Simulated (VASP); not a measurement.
Input of a VASP 6.6.1 run:

File INCAR:

```
PREC = Accurate
ENCUT = 500
EDIFF = 1E-7
ISMEAR = 0
SIGMA = 0.1
LREAL = False
LASPH = True
NELM = 200
ALGO = Normal
ISIF = 3
LWAVE = False
LCHARG = False
GGA = PE
IBRION = 2
NSW = 100
EDIFFG = -0.01
GGA_COMPAT = False
NELMIN = 4
LMAXMIX = 6
```

Contents of KPOINTS:

```
Automatic mesh
0
Gamma
  10 10 4
```

File POSCAR:

```
Er4Se
1.0
    3.5126058975      0.0000000000      0.0000000000
    0.0000000000      3.5126058975      0.0000000000
    0.0000000000      0.0000000000     11.8058488818
Er Se
4 1
Direct
    0.5000000000      0.5000000000      0.6454557605
    0.5000000000      0.5000000000      0.3545442395
    0.0000000000      0.0000000000      0.1488973778
    0.0000000000      0.0000000000      0.8511026222
    0.5000000000      0.5000000000      0.0000000000
```

Potentials or basis: VASP PAW PBE potentials, release 64 (Er_3, Se), 4f in core.

Run with:

```bash
$ cat potpaw_PBE.64/Er_3/POTCAR potpaw_PBE.64/Se/POTCAR > POTCAR
$ mpirun -np 1 vasp_std > vasp.out
```

**Question.** Estimate the band gap on the k mesh.

**Answer.** Zero (bands 21 and 22 overlap by 0.45 eV).

**Question.** Predict the relaxed volume.

**Answer.** 29.32 Å³/atom.

**Question.** What does it give for the relaxed cell?

**Answer.** a = 3.515 Å, b = 3.515 Å, c = 11.868 Å, α = 90.00°, β = 90.00°, γ = 90.00°.

The path:
```csv
step,energy change (eV),largest force (eV/Å),pressure (GPa),volume (Å³)
1,0.0000,0.0810,0.43,145.67
2,-0.0019,0.0262,-0.17,147.31
3,-0.0020,0.0379,-0.05,146.95
4,-0.0023,0.0319,-0.03,146.88
5,-0.0026,0.0176,0.00,146.71
6,-0.0027,0.0108,0.00,146.67
7,-0.0027,0.0068,0.00,146.61
```

Caveat: spin-orbit coupling is left out, which moves the levels of the heavy elements; the 4f electrons are frozen in the core, so they carry no moment and show no levels; the run has no spin polarisation, though such a crystal can be magnetic. With open d or f shells a metallic result of PBE can be an artefact of self-interaction; +U or a hybrid may open a gap.
